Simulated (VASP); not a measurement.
Here is a VASP 6.6.1 calculation.

Contents of INCAR:

```
SYSTEM = Pb
PREC     = Accurate       ! precision mode
ENCUT    = 520            ! plane-wave cutoff, eV
EDIFF    = 1E-7           ! SCF threshold, eV
ISMEAR   = -5             ! smearing method
SIGMA    = 0.1            ! smearing width, eV
LREAL    = .False.        ! projectors in reciprocal space
LASPH    = .True.         ! aspherical terms in the spheres
NELM     = 60             ! most SCF steps
ALGO     = Normal         ! electronic algorithm
ISIF     = 2              ! what is computed and relaxed
LWAVE    = .False.        ! write WAVECAR
LCHARG   = .False.        ! write CHGCAR
GGA      = PE             ! functional
NBANDS   = 13             ! bands
```

KPOINTS

```
Automatic mesh
0
Gamma
  12 12 12
  0 0 0
```

POSCAR

```
Pb
1.0
    0.0000000000      2.4698000000      2.4698000000
    2.4698000000      0.0000000000      2.4698000000
    2.4698000000      2.4698000000      0.0000000000
Pb
1
Direct
    0.0000000000      0.0000000000      0.0000000000
```

Potentials or basis: VASP PAW PBE potentials, release 64 (Pb_d).

Launch:

```bash
$ cat potpaw_PBE.64/Pb_d/POTCAR > POTCAR
$ mpirun -np 1 vasp_std > vasp.out
```

Q: Predict the band gap on the k mesh.

A: Zero (band 7 reaches 14.82 eV, above the bottom of band 8 at 5.80 eV).

Q: Estimate the pressure.

A: 2.8 GPa.

Caveat: spin-orbit coupling is left out, which moves the levels of the heavy elements; tetrahedron occupations give inexact forces and stress in metals.
